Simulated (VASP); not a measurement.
**TaN: single point with r2SCAN+U**

Crystal: TaN.

```
Ta N
1.0
     0.00000    2.21132    2.21132
     2.21132    0.00000    2.21132
     2.21132    2.21132    0.00000
Ta N
1 1
Direct
  0.50000 0.50000 0.50000
  0.00000 0.00000 0.00000
```

* Program: VASP 6.6.1
* Task: single point
* Functional: r2SCAN
* Potentials or basis: VASP PAW PBE potentials, release 64 (Ta_pv, N)
* Cutoff: 520 eV
* k mesh: 10 × 10 × 10
* Occupations: fermi-dirac, width 0.05 eV
* Spin: no spin polarisation
* Hubbard terms: Ta d U = 4.0 eV
* Dipole correction: no
* Further INCAR settings: ALGO = Normal; EDIFF = 1e-06; NBANDS = 15

```
Pressure               : 7.5 GPa
Band gap on the k mesh : zero (band 8 reaches 11.93 eV, above the bottom of band 9 at 7.87 eV)
```

Levels at points of the mesh, in eV from the Fermi level:
```tsv
k point	band 5	band 6	band 7	band 8	band 9	band 10	band 11	band 12
(0.00, 0.00, 0.00)	-4.36	-4.36	-4.36	-2.07	-2.07	-2.07	0.51	0.51
(0.50, 0.00, 0.00)	-11.00	-7.86	-7.86	1.99	1.99	1.99	3.46	7.87
(0.50, 0.50, 0.00)	-7.46	-5.55	-5.27	-5.27	2.58	3.60	3.60	4.72
```

Eigenvalues of the final occupation matrices:
```
    site  spin  trace               eigenvalues
site 1 d     1   1.17  0.19 0.19 0.26 0.26 0.26
site 1 d     2   1.17  0.19 0.19 0.26 0.26 0.26
```

Run time: 26 s on 1 thread of Intel Xeon 6975P-C, with other jobs on the host, peak memory 0.15 GiB.

Caveat: the PAW data sets were made with another functional, which shifts forces and pressure a little; spin-orbit coupling is left out, which moves the levels of the heavy elements; U without spin polarisation on a metal has little footing.
